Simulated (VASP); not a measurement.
# Co (P6_3/mmc) in VASP: single point with PBE

Aim: the single point of Co with PBE.

Everything below comes from runs of VASP 6.6.1. Logs are shortened: lines on timing, memory, paths and dates and some standing lists are left out, and cuts for length are marked.

### 1 The cell of the first run

Symmetry: P6_3/mmc, No. 194, hexagonal system. Conventional cell: a = 2.519 Å, b = 2.519 Å, c = 4.091 Å, α = 90.00°, β = 90.00°, γ = 120.00°. Within 3.3 Å of Co (site symmetry -6m2) lie 12 Co at 2.51 to 2.52 Å.

### 2 Single point, PBE, non-collinear spin, typed start, spin-orbit coupling

The input, INCAR:

```
PREC     = Accurate       # precision mode
ENCUT    = 520            # plane-wave cutoff, eV
EDIFF    = 1E-6           # SCF threshold, eV
ISMEAR   = -1             # smearing method
SIGMA    = 0.05           # smearing width, eV
LREAL    = F              # projectors in reciprocal space
LASPH    = T              # aspherical terms in the spheres
NELM     = 150            # most SCF steps
ALGO     = Normal         # electronic algorithm
ISIF     = 2              # what is computed and relaxed
LWAVE    = F              # write WAVECAR
LCHARG   = T              # write CHGCAR
LNONCOLLINEAR= T              # non-collinear magnetism
MAGMOM   = 0 0 2 0 0 2    # initial moments
LORBIT   = 11             # projections on sites
LSORBIT  = T              # spin-orbit coupling
GGA_COMPAT= F            
LORBMOM  = T            
LMAXMIX  = 4              # l up to which the mixer works
GGA      = PE             # functional
LVHAR    = T            
NBANDS   = 30             # bands
```

The input, KPOINTS:

```
regular mesh
0
Gamma
  19 19 10
```

The input, POSCAR:

```
Co
1.0
    2.5190008694      0.0000000000      0.0000000000
   -1.2595004347      2.1815187451      0.0000000000
    0.0000000000      0.0000000000      4.0910000000
Co
2
Direct
    0.3333333333      0.6666666667      0.2500000000
    0.6666666667      0.3333333333      0.7500000000
```

Potentials or basis: VASP PAW PBE potentials, release 64 (Co).

Run with:

```bash
> cat potpaw_PBE.64/Co/POTCAR > POTCAR
> mpirun -np 1 vasp_ncl > vasp.out
```

OUTCAR:

```text
PREC = Accurate
   ENCUT = 520
   EDIFF = 1E-6
   ISMEAR = -1
   LREAL = F
   LASPH = T
   NELM = 150
   ISIF = 2
   LNONCOLLINEAR = T
   LORBIT = 11
   LSORBIT = T
   GGA = PE

 ion  position               nearest neighbor table
   1  0.333  0.667  0.250-   2 2.51   2 2.51   2 2.51   2 2.51   2 2.51   2 2.51
   2  0.667  0.333  0.750-   1 2.51   1 2.51   1 2.51   1 2.51   1 2.51   1 2.51

  LATTYP: Found a hexagonal cell.
 ALAT       =     2.5190008694
 C/A-ratio  =     1.6240566050

  Lattice vectors:

 A1 = (   2.5190008694,   0.0000000000,   0.0000000000)
 A2 = (  -1.2595004347,   2.1815187451,   0.0000000000)
 A3 = (   0.0000000000,   0.0000000000,   4.0910000000)

Analysis of symmetry for initial positions (statically):
=====================================================================
 Subroutine PRICEL returns:
 Original cell was already a primitive cell.

 Routine SETGRP: Setting up the symmetry group for a
 hexagonal supercell.

 Subroutine GETGRP returns: Found 24 space group operations
 (whereof 12 operations were pure point group operations)
 out of a pool of 24 trial point group operations.

The static configuration has the point symmetry D_3d.
 The point group associated with its full space group is D_6h.

Analysis of symmetry for dynamics (positions and initial velocities):
=====================================================================
 Subroutine PRICEL returns:
 Original cell was already a primitive cell.

 Routine SETGRP: Setting up the symmetry group for a
 hexagonal supercell.

 Subroutine GETGRP returns: Found 24 space group operations
 (whereof 12 operations were pure point group operations)
 out of a pool of 24 trial point group operations.

The dynamic configuration has the point symmetry D_3d.
 The point group associated with its full space group is D_6h.

Analysis of structural, dynamic, and magnetic symmetry:
=====================================================================
 Subroutine PRICEL returns:
 Original cell was already a primitive cell.

 Routine SETGRP: Setting up the symmetry group for a
 hexagonal supercell.

 Subroutine GETGRP returns: Found 12 space group operations
 (whereof  6 operations were pure point group operations)
 out of a pool of 24 trial point group operations.

The overall configuration has the point symmetry S_6 .
 The point group associated with its full space group is C_6h.

 Subroutine INISYM returns: Found 12 space group operations
 (whereof  6 operations are pure point group operations),
 and found     1 'primitive' translations

----------------------------------------------------------------------------------------

                                     Primitive cell

  volume of cell :      22.4811

  direct lattice vectors                    reciprocal lattice vectors
     2.519000869  0.000000000  0.000000000     0.396982793  0.229198122  0.000000000
    -1.259500435  2.181518745  0.000000000     0.000000000  0.458396244  0.000000000
     0.000000000  0.000000000  4.091000000     0.000000000  0.000000000  0.244439012

  length of vectors
     2.519000869  2.519000869  4.091000000     0.458396244  0.458396244  0.244439012

  position of ions in fractional coordinates (direct lattice)
     0.333333333  0.666666667  0.250000000
     0.666666667  0.333333333  0.750000000

  ion indices of the primitive-cell ions
   primitive index   ion index
                 1           1
                 2           2

----------------------------------------------------------------------------------------

 KPOINTS: regular mesh

Automatic generation of k-mesh.
 Grid dimensions read from file:
 generate k-points for:   19   19   10

 Generating k-lattice:

  Cartesian coordinates                     Fractional coordinates (reciprocal lattice)
     0.020893831  0.012063059  0.000000000     0.052631579  0.000000000  0.000000000
     0.000000000  0.024126118  0.000000000     0.000000000  0.052631579  0.000000000
     0.000000000  0.000000000  0.024443901     0.000000000  0.000000000  0.100000000

  Length of vectors
     0.024126118  0.024126118  0.024443901

  Shift w.r.t. Gamma in fractional coordinates (k-lattice)
     0.000000000  0.000000000  0.000000000

 Subroutine IBZKPT returns following result:
 ===========================================

 Found    366 irreducible k-points:

 Following reciprocal coordinates:
            Coordinates               Weight
  0.000000  0.000000  0.000000      1.000000
  0.052632 -0.000000  0.000000      6.000000
  0.105263 -0.000000  0.000000      6.000000
  0.157895  0.000000  0.000000      6.000000
[... 52 lines left out ...]
   EMIN   =  10.00;   EMAX   =-10.00  energy-range for DOS
   EFERMI =   0.00;   METHOD = LEGACY
   ISMEAR =    -1;   SIGMA  =   0.05  broadening in eV -4-tet -1-fermi 0-gaus
   EFERMI_NEDOS =   21; number of points for ismear=-14 and -15
   IALGO  =     38    algorithm
   IMIX   =      4    mixing-type and parameters
     AMIX     =   0.40;   BMIX     =  1.00
     AMIX_MAG =   1.60;   BMIX_MAG =  1.00
  volume/ion in A,a.u.               =      11.24        75.85
  Fermi-wavevector in a.u.,A,eV,Ry     =   1.520174  2.872713 31.442115  2.310930
  Thomas-Fermi vector in A             =   2.629061
   LORBIT       =     11    0 simple, 1 ext, 2 COOP (PROOUT), +10 PAW based schemes
   GGA     = PE    functional components
   LHFCALC =     F    Hartree Fock is set to
   AEXX    =    0.0000 exact exchange contribution
   IVDW    =     0    specifies the selected vdW correction
   LEPSILON=     F    determine dielectric tensor
   LRPA    =     F    only Hartree local field effects (RPA)
  energy-cutoff  :      520.00
  volume of cell :       22.48
 maximum number of plane-waves:      1242
   NGX =  9   NGY =  9   NGZ = 15

 number of electron      18.0000005 magnetization      -0.0000000     -0.0000000      3.2698070

 number of electron      18.0000005 magnetization       0.0000000      0.0000000      3.2697876

 number of electron      18.0000005 magnetization      -0.0000000      0.0000000      3.2697859

 Free energy of the ion-electron system (eV)
  ---------------------------------------------------
  ext. energy  EPLUGINS =         0.00000000
  ---------------------------------------------------
  free energy    TOTEN  =       -14.07451548 eV

  energy without entropy =      -14.05905894  energy(sigma->0) =      -14.06678721

 E-fermi :   9.7683     XC(G=0): -13.1973

 val. band max:        9.7638771488   @ k =   0.1053   0.1053   0.0000
 cond. band min:       9.7684266441   @ k =  -0.1579   0.2632  -0.4000
 fundamental gap:      0.0045494952
 Fermi energy:         9.7683414025

 k-point     1 :       0.0000    0.0000    0.0000
  band No.  band energies     occupation
      1       1.0542      1.00000
      2       1.0598      1.00000
      3       4.7893      1.00000
      4       5.7414      1.00000
      5       7.1431      1.00000
      6       7.1723      1.00000
[... 781 lines left out ...]
     29      22.9039      0.00000
     30      23.3687      0.00000

 [... further k-points ...]
[... 5 lines left out ...]
  --------------------------------------------------------------------------------------
  -------------------------------------------------------------------------------------
  Total       -0.9415221     -0.9415221     -1.1359916     -0.0000001     -0.0000000      0.0000000
  in kB      -67.1002827    -67.1002827    -80.9597126     -0.0000082     -0.0000000      0.0000000
  external PRESSURE =     -71.7200927 kB  Pullay stress =       0.0000000 kB

 VOLUME and BASIS-vectors are now :
 -----------------------------------------------------------------------------
  energy-cutoff  :      520.00
  volume of cell :       22.48
      direct lattice vectors                 reciprocal lattice vectors
     2.519000869  0.000000000  0.000000000     0.396982793  0.229198122  0.000000000
    -1.259500435  2.181518745  0.000000000     0.000000000  0.458396244  0.000000000
     0.000000000  0.000000000  4.091000000     0.000000000  0.000000000  0.244439012

 POSITION                                       TOTAL-FORCE (eV/Angst)
 -----------------------------------------------------------------------------------
     -0.00000      1.45435      1.02275         0.000000     -0.000000     -0.000000
      1.25950      0.72717      3.06825        -0.000000      0.000000      0.000000
 -----------------------------------------------------------------------------------
    total drift:                                0.000000     -0.000000      0.000000

  FREE ENERGIE OF THE ION-ELECTRON SYSTEM (eV)
  ---------------------------------------------------
  free  energy   TOTEN  =       -14.0745154842 eV

  energy  without entropy=      -14.0590589377  energy(sigma->0) =      -14.06678721

 orbital moment (x)

 # of ion     p       d       tot
 ----------------------------------------
  1        -0.000   0.000   0.000
  2        -0.000  -0.000  -0.000
 ----------------------------------------
           -0.000   0.000   0.000

 orbital moment (y)

 # of ion     p       d       tot
 ----------------------------------------
  1         0.000  -0.000  -0.000
  2         0.000  -0.000  -0.000
 ----------------------------------------
            0.000  -0.000  -0.000

 orbital moment (z)

 # of ion     p       d       tot
 ----------------------------------------
  1         0.001   0.085   0.086
  2         0.001   0.085   0.086
 ----------------------------------------
            0.001   0.170   0.171

 Spin-Orbit-Coupling matrix elements

 Ion:    1  E_soc:     -0.0161529
 l=   1
     0.0000000    -0.0003567    -0.0003577
    -0.0003567     0.0000000    -0.0003567
    -0.0003577    -0.0003567     0.0000000
 l=   2
     0.0000000    -0.0004586     0.0000000    -0.0004586    -0.0020487
    -0.0004586     0.0000000    -0.0012778    -0.0005664    -0.0004586
     0.0000000    -0.0012778     0.0000000    -0.0012778     0.0000000
    -0.0004586    -0.0005664    -0.0012778     0.0000000    -0.0004586
    -0.0020487    -0.0004586     0.0000000    -0.0004586     0.0000000
 l=   3
     0.0000000     0.0000000     0.0000000     0.0000000     0.0000000     0.0000000     0.0000000
     0.0000000     0.0000000     0.0000000     0.0000000     0.0000000     0.0000000     0.0000000
     0.0000000     0.0000000     0.0000000     0.0000000     0.0000000     0.0000000     0.0000000
     0.0000000     0.0000000     0.0000000     0.0000000     0.0000000     0.0000000     0.0000000
     0.0000000     0.0000000     0.0000000     0.0000000     0.0000000     0.0000000     0.0000000
     0.0000000     0.0000000     0.0000000     0.0000000     0.0000000     0.0000000     0.0000000
     0.0000000     0.0000000     0.0000000     0.0000000     0.0000000     0.0000000     0.0000000

 Ion:    2  E_soc:     -0.0161529
 l=   1
     0.0000000    -0.0003567    -0.0003577
    -0.0003567     0.0000000    -0.0003567
    -0.0003577    -0.0003567     0.0000000
 l=   2
     0.0000000    -0.0004586     0.0000000    -0.0004586    -0.0020487
    -0.0004586     0.0000000    -0.0012778    -0.0005664    -0.0004586
     0.0000000    -0.0012778     0.0000000    -0.0012778     0.0000000
    -0.0004586    -0.0005664    -0.0012778     0.0000000    -0.0004586
    -0.0020487    -0.0004586     0.0000000    -0.0004586     0.0000000
 l=   3
     0.0000000     0.0000000     0.0000000     0.0000000     0.0000000     0.0000000     0.0000000
     0.0000000     0.0000000     0.0000000     0.0000000     0.0000000     0.0000000     0.0000000
     0.0000000     0.0000000     0.0000000     0.0000000     0.0000000     0.0000000     0.0000000
     0.0000000     0.0000000     0.0000000     0.0000000     0.0000000     0.0000000     0.0000000
     0.0000000     0.0000000     0.0000000     0.0000000     0.0000000     0.0000000     0.0000000
     0.0000000     0.0000000     0.0000000     0.0000000     0.0000000     0.0000000     0.0000000
     0.0000000     0.0000000     0.0000000     0.0000000     0.0000000     0.0000000     0.0000000

 total charge

# of ion       s       p       d       tot
------------------------------------------
    1        0.474   0.492   7.240   8.206
    2        0.474   0.492   7.240   8.206
--------------------------------------------------
tot          0.949   0.983  14.480  16.412

 magnetization (x)

# of ion       s       p       d       tot
------------------------------------------
    1       -0.000   0.000   0.000  -0.000
    2        0.000   0.000   0.000   0.000
--------------------------------------------------
tot          0.000   0.000   0.000   0.000

 magnetization (y)

# of ion       s       p       d       tot
------------------------------------------
    1       -0.000   0.000   0.000  -0.000
    2        0.000  -0.000   0.000  -0.000
--------------------------------------------------
tot         -0.000  -0.000   0.000  -0.000

 magnetization (z)

# of ion       s       p       d       tot
------------------------------------------
    1       -0.014  -0.053   1.728   1.662
    2       -0.014  -0.053   1.728   1.662
--------------------------------------------------
tot         -0.028  -0.106   3.457   3.323
```

It took 32 min on 1 thread of Oxide Virtual Turin-like, shared host; peak memory 0.41 GiB.

What came out:

```
Free energy                                           : -14.0745 eV
Pressure                                              : -7.2 GPa
Net moment                                            : 3.27 μB per cell
Valence electrons inside the program's atomic spheres : Co 8.21
```

Moments on the atoms (μB; x, y, z):
```
Co  0.00 0.00 1.66
Co  0.00 0.00 1.66
```

Caveat: the cell stands under tension.
